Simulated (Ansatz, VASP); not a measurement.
# Two plane-wave programs on Ag2O

Contents of INCAR:

```
PREC     = Accurate       # precision mode
ENCUT    = 600            # plane-wave cutoff, eV
EDIFF    = 1E-6           # SCF threshold, eV
ISMEAR   = 0              # smearing method
SIGMA    = 0.05           # smearing width, eV
LREAL    = F              # projectors in reciprocal space
LASPH    = T              # aspherical terms in the spheres
NELM     = 120            # most SCF steps
ALGO     = Normal         # electronic algorithm
ISIF     = 2              # what is computed and relaxed
LWAVE    = F              # write WAVECAR
LCHARG   = T              # write CHGCAR
GGA      = B5             # functional
ALDAX    = 1.0          
AGGAX    = 1.0          
AGGAC    = 1.0          
ALDAC    = 0.0          
LELF     = T              # ELF
LVHAR    = T            
NBANDS   = 37             # bands
GGA_COMPAT= F
```

Contents of KPOINTS:

```
Automatic mesh
0
Gamma
  6 6 6
```

Contents of POSCAR:

```
Ag2O
1.0
    4.7306105260      0.0000000000      0.0000000000
    0.0000000000      4.7306105260      0.0000000000
    0.0000000000      0.0000000000      4.7306105260
Ag O
4 2
Direct
    0.7500000000      0.7500000000      0.7500000000
    0.7500000000      0.2500000000      0.2500000000
    0.2500000000      0.2500000000      0.7500000000
    0.2500000000      0.7500000000      0.2500000000
    0.0000000000      0.0000000000      0.0000000000
    0.5000000000      0.5000000000      0.5000000000
```

Input for Ansatz:

```yaml
crystal:
  lattice:
    - [4.730610526, 0.0, 0.0]
    - [0.0, 4.730610526, 0.0]
    - [0.0, 0.0, 4.730610526]
  atoms:
    - { symbol: Ag, position: [0.75, 0.75, 0.75] }
    - { symbol: Ag, position: [0.75, 0.25, 0.25] }
    - { symbol: Ag, position: [0.25, 0.25, 0.75] }
    - { symbol: Ag, position: [0.25, 0.75, 0.25] }
    - { symbol: O, position: [0.0, 0.0, 0.0] }
    - { symbol: O, position: [0.5, 0.5, 0.5] }
basis:
  ecutwfc: 420
  ecutrho_ratio: 4
kpoints:
  mp_grid: { grid: [6, 6, 6] }
hamiltonian:
  xc: blyp
scf:
  occupations: { method: gaussian, width: 0.05 }
output:
  forces: true
  stress: true
  eigenvalues: true
```

Alike in both runs: task single point; functional BLYP; k mesh 6 × 6 × 6; occupations gaussian, width 0.05 eV; no spin polarisation.

|  | VASP | Ansatz |
| --- | --- | --- |
| version | VASP 6.6.1 | Ansatz 0.2.0 |
| potentials or method | VASP PAW PBE potentials, release 64 (Ag, O), cutoff 600 eV | scalar-relativistic, plane waves, PAW |
| valence electrons in the cell | 56 | 88 |

|  | VASP | Ansatz | Ansatz less VASP |
| --- | --- | --- | --- |
| gap on the k mesh at the Fermi level (eV) | 0.14 | 0.13 | -0.009 |
| least direct gap on the mesh (eV) | 0.14 | 0.13 | -0.009 |
| pressure (GPa) | 8.7 | 8.6 | -0.09 |

VASP's potentials were made for PBE, not for BLYP. With one functional, cell and mesh, what is left measures potentials, basis and numerics. VASP's potentials hold 56 valence electrons a cell and Ansatz's 88, so a difference there can come from the potentials and not from the codes.
